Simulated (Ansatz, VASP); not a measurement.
# One calculation of Hf, two programs

```
Hf
1.0
     2.85433    0.00000    0.00000
     0.00000    2.85433    0.00000
     0.00000    0.00000    2.85433
Hf
1
Direct
  0.50000 0.50000 0.50000
```

Alike in both runs: task single point; functional PBE; k mesh 9 × 9 × 9; occupations fermi-dirac, width 0.05 eV; no spin polarisation.

|  | VASP | Ansatz |
| --- | --- | --- |
| version | VASP 6.6.1 | Ansatz 0.2.0 |
| potentials or method | VASP PAW PBE potentials, release 64 (Hf_pv) | Ansatz PAW soft_1 |
| plane-wave cutoff (eV) | 500 | 420 |
| valence electrons in the cell | 10 | 26 |

```csv
,VASP,Ansatz,Ansatz less VASP
gap on the k mesh at the Fermi level (eV),none,none,-
pressure (GPa),4.9,5.2,+0.31
```

A gap of «none» marks a metal or a gap that the smearing closes. VASP's potentials hold 10 valence electrons a cell and Ansatz's 26, so a difference there can come from the potentials and not from the codes.

Spin-orbit coupling is off throughout.
